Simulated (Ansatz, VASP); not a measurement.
Two plane-wave programs on SbMo

```xyz
2
Lattice="0.0000 3.0421 3.0421 3.0421 0.0000 3.0421 3.0421 3.0421 0.0000" Properties=species:S:1:pos:R:3 pbc="T T T"
Mo    0.0000    0.0000    0.0000
Sb    1.5210    1.5210    1.5210
```

Alike in both runs: task single point; functional PBE; k mesh 10 × 10 × 10; occupations gaussian, width 0.05 eV; no spin polarisation.

```csv
,VASP,Ansatz
version,VASP 6.6.1,Ansatz 0.2.0
potentials or method,"VASP PAW PBE potentials, release 64 (Mo_sv, Sb), cutoff 520 eV","scalar-relativistic, plane waves, PAW"
valence electrons in the cell,19,29
```

|  | VASP | Ansatz | Ansatz less VASP |
| --- | --- | --- | --- |
| gap on the k mesh at the Fermi level (eV) | none | none | - |
| pressure (GPa) | 1.6 | 1.6 | +0.03 |

A gap of «none» marks a metal or a gap that the smearing closes. With one functional, cell and mesh, what is left measures potentials, basis and numerics. VASP's potentials hold 19 valence electrons a cell and Ansatz's 29, so a difference there can come from the potentials and not from the codes.

Neither program's run includes spin-orbit coupling.
